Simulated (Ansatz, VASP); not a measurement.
# LiNbO3 in VASP and in Ansatz

```
CELL_PARAMETERS angstrom
3.33122 0.00000 0.00000
-1.66561 2.88492 0.00000
0.00000 0.00000 5.87169
ATOMIC_POSITIONS crystal
Li 0.00000 0.00000 0.00000
Nb 0.00000 0.00000 0.50000
O 0.50000 0.00000 0.50000
O 0.00000 0.50000 0.50000
O 0.50000 0.50000 0.50000
```

Alike in both runs: task relaxation of cell and atoms; functional PBE; k mesh 6 × 6 × 4; occupations gaussian, width 0.1 eV; no spin polarisation.

|  | VASP | Ansatz |
| --- | --- | --- |
| version | VASP 6.6.1 | Ansatz 0.2.0 |
| potentials or method | VASP PAW PBE potentials, release 64 (Li_sv, Nb_sv, O_h), cutoff 910 eV | scalar-relativistic, plane waves, PAW |
| valence electrons in the cell | 34 | 34 |

|  | VASP | Ansatz | Ansatz less VASP |
| --- | --- | --- | --- |
| gap on the k mesh at the Fermi level, each at its own relaxed structure (eV) | none | none | - |
| relaxed volume (Å³/atom) | 15.78 | 17.14 | +1.360 |
| relaxed cell length with the largest relative difference (Å) | 5.452 | 5.629 | +0.1775 |

A gap of «none» marks a metal or a gap that the smearing closes. One of these differences is far larger than is usual between the two programs; its cause wasn't traced.

The k mesh is coarse, so the values compare programs but aren't converged. Noted on VASP's run: the cutoff is short for stress, so the pressure is rough; the volume moved by over 15 % at a fixed basis, so the end points are rough.
